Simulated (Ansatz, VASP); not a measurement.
**P in VASP and in Ansatz**

```
P
1.0
     3.33298    0.00000    0.00000
     0.00000   35.37989    0.00000
     0.00000    0.00000    4.63208
P
4
Direct
  0.00000 0.97026 0.59215
  0.00000 0.02974 0.40785
  0.50000 0.02974 0.09215
  0.50000 0.97026 0.90785
```

Change from the starting cell: strain +0.015 along x and y, +0.000 along z, atoms carried along.

Alike in both runs: task single point; functional PBEsol; k mesh 8 × 1 × 6; occupations gaussian, width 0.05 eV; no spin polarisation.

|  | VASP | Ansatz |
| --- | --- | --- |
| version | VASP 6.6.1 | Ansatz 0.2.0 |
| potentials or method | VASP PAW PBE potentials, release 64 (P), cutoff 520 eV | scalar-relativistic, plane waves, PAW |
| valence electrons in the cell | 20 | 20 |

|  | VASP | Ansatz | Ansatz less VASP |
| --- | --- | --- | --- |
| gap on the k mesh at the Fermi level (eV) | 0.84 | 0.82 | -0.015 |
| least direct gap on the mesh (eV) | 0.84 | 0.82 | -0.015 |
| rms of the force components (eV/Å) | 0.176 | 0.176 | -0.0001 |

VASP's potentials were made for PBE, not for PBEsol. Atom by atom the forces differ by 0.011 eV/Å (rms over components).
